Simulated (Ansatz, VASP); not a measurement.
# One calculation of La3Si2Br, two programs

```
La Si Br
1.0
     7.94981    0.00000    0.00000
    -3.97490    6.88473    0.00000
     0.00000    0.00000    3.97162
La Si Br
3 2 1
Direct
  0.50000 0.50000 0.50000
  0.50000 0.00000 0.50000
  0.00000 0.50000 0.50000
  0.66667 0.33333 0.00000
  0.33333 0.66667 0.00000
  0.00000 0.00000 0.00000
```

Change from the starting cell: species swapped into the YSi2Ru3 type (P6/mmm, No. 191).

Alike in both runs: functional PBE; k mesh 6 × 6 × 10; occupations gaussian, width 0.1 eV; no spin polarisation.

Ansatz relaxed the structure, and its values are those at the end. VASP's run is a single point on that final structure, the one shown.

|  | VASP | Ansatz |
| --- | --- | --- |
| version | VASP 6.6.1 | Ansatz 0.2.0 |
| potentials or method | VASP PAW PBE potentials, release 64 (La, Si, Br), cutoff 520 eV | scalar-relativistic, plane waves, PAW |
| valence electrons in the cell | 48 | 48 |

```tsv
	VASP	Ansatz	Ansatz less VASP
gap on the k mesh at the Fermi level (eV)	none	none	-
pressure (GPa)	0.0	0.0	+0.04
```

A gap of «none» marks a metal or a gap that the smearing closes.

Spin-orbit coupling is off throughout.
